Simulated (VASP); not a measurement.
Write the native input for VASP 6.6.1 that does the following.

- Task: single point
- Functional: r2SCAN
- Dispersion: D4
- Potentials or basis: VASP PAW PBE potentials, release 64 (Ga_d, N)
- Cutoff: 520 eV
- k mesh: 10 × 10 × 10
- Occupations: fermi-dirac, width 0.05 eV
- Spin: no spin polarisation
- Dipole correction: no
- Further INCAR settings: ALGO = Normal; EDIFF = 1e-06; NBANDS = 16

Crystal: GaN.

```
Ga N
1.0
     0.00000    2.29770    2.29770
     2.29770    0.00000    2.29770
     2.29770    2.29770    0.00000
Ga N
1 1
Direct
  0.00000 0.00000 0.00000
  0.25000 0.25000 0.25000
```

One way to write it, as run:

POSCAR

```
GaN
1.0
    0.0000000000      2.2976981147      2.2976981147
    2.2976981147      0.0000000000      2.2976981147
    2.2976981147      2.2976981147      0.0000000000
Ga N
1 1
Direct
    0.0000000000      0.0000000000      0.0000000000
    0.2500000000      0.2500000000      0.2500000000
```

INCAR.step1

```
SYSTEM = GaN
PREC = Accurate
ENCUT = 520
ISMEAR = -1
SIGMA = 0.05
LREAL = .FALSE.
LASPH = .TRUE.
NELM = 60
NBANDS = 16
GGA = PE
ALGO = Normal
EDIFF = 1E-4
LWAVE = .TRUE.
LCHARG = .FALSE.
```

INCAR.step2

```
SYSTEM = GaN
PREC = Accurate
ENCUT = 520
EDIFF = 1E-6
ISMEAR = -1
SIGMA = 0.05
LREAL = .FALSE.
LASPH = .TRUE.
NELM = 60
ALGO = Normal
ISIF = 2
LWAVE = .FALSE.
LCHARG = .FALSE.
METAGGA = R2SCAN
LMIXTAU = .TRUE.
IVDW = 13
VDW_S6 = 1.0
VDW_S8 = 0.6018749
VDW_A1 = 0.51559235
VDW_A2 = 5.77342911
NBANDS = 16
ISTART = 1
```

KPOINTS

```
regular mesh
0
G
  10 10 10
  0 0 0
```

Potentials or basis: VASP PAW PBE potentials, release 64 (Ga_d, N).

The run is started by

```console
$ cat potpaw_PBE.64/Ga_d/POTCAR potpaw_PBE.64/N/POTCAR > POTCAR
$ cp INCAR.step1 INCAR
$ mpirun -np 1 vasp_std > vasp.out
$ cp INCAR.step2 INCAR
$ mpirun -np 1 vasp_std > vasp.out
```

Results of the run:

```
Pressure                   : -11.8 GPa
Band gap on the k mesh     : 1.73 eV
Dispersion energy per atom : -0.137 eV
```

Caveat: the cell stands under tension; the PAW data sets were made with another functional, which shifts forces and pressure a little.

Run time: 2.1 min on 1 thread of AMD EPYC 7R13, with other jobs on the host, peak memory 0.13 GiB.
